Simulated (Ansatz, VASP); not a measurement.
## Two plane-wave programs on Nb

```
Nb
1.0
     0.00000    2.95802    2.95802
     2.95802    0.00000    2.95802
     2.95802    2.95802    0.00000
Nb
2
Cartesian
  0.7395 0.7395 0.7395
  5.1765 5.1765 5.1765
```

Alike in both runs: functional PBE; k mesh 9 × 9 × 9; occupations fermi-dirac, width 0.1 eV; no spin polarisation.

Ansatz relaxed the structure, and its values are those at the end. VASP's run is a single point on that final structure, the one shown.

|  | VASP | Ansatz |
| --- | --- | --- |
| version | VASP 6.6.1 | Ansatz 0.2.0 |
| potentials or method | VASP PAW PBE potentials, release 64 (Nb_sv), cutoff 520 eV | plane waves (420 eV) with PAW, scalar-relativistic |
| valence electrons in the cell | 26 | 26 |

|  | VASP | Ansatz | Ansatz less VASP |
| --- | --- | --- | --- |
| pressure (GPa) | 0.0 | 0.0 | +0.01 |
